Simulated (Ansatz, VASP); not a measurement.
Two plane-wave programs on CoW2

```xyz
6
Lattice="4.2744 -2.2921 0.0000 4.2744 2.2921 0.0000 0.0000 0.0000 4.4095" Properties=species:S:1:pos:R:3 pbc="T T T"
Co    4.2744   -1.5288    1.1024
Co    4.2744    1.5288    3.3072
W     2.8845    0.8909    1.1024
W     5.6642    0.8909    1.1024
W     2.8845   -0.8909    3.3072
W     5.6642   -0.8909    3.3072
```

Alike in both runs: functional PBE; k mesh 10 × 10 × 8; occupations gaussian, width 0.1 eV; no spin polarisation.

Ansatz relaxed the structure, and its values are those at the end. VASP's run is a single point on that final structure, the one shown.

|  | VASP | Ansatz |
| --- | --- | --- |
| version | VASP 6.6.1 | Ansatz 0.2.0 |
| potentials or method | VASP PAW PBE potentials, release 64 (Co, W_sv), cutoff 520 eV | scalar-relativistic, plane waves, PAW |
| valence electrons in the cell | 74 | 90 |

Ansatz gave:

* gap on the k mesh at the Fermi level (eV): none
* pressure (GPa): 0.0
* rms of the force components (eV/Å): 0.000

**Question.** Which values does VASP return?

**Answer.** gap on the k mesh at the Fermi level (eV): none; pressure (GPa): 0.3; rms of the force components (eV/Å): 0.005.

A gap of «none» marks a metal or a gap that the smearing closes. With one functional, cell and mesh, what is left measures potentials, basis and numerics. VASP's potentials hold 74 valence electrons a cell and Ansatz's 90, so a difference there can come from the potentials and not from the codes.

Neither program's run includes spin-orbit coupling.
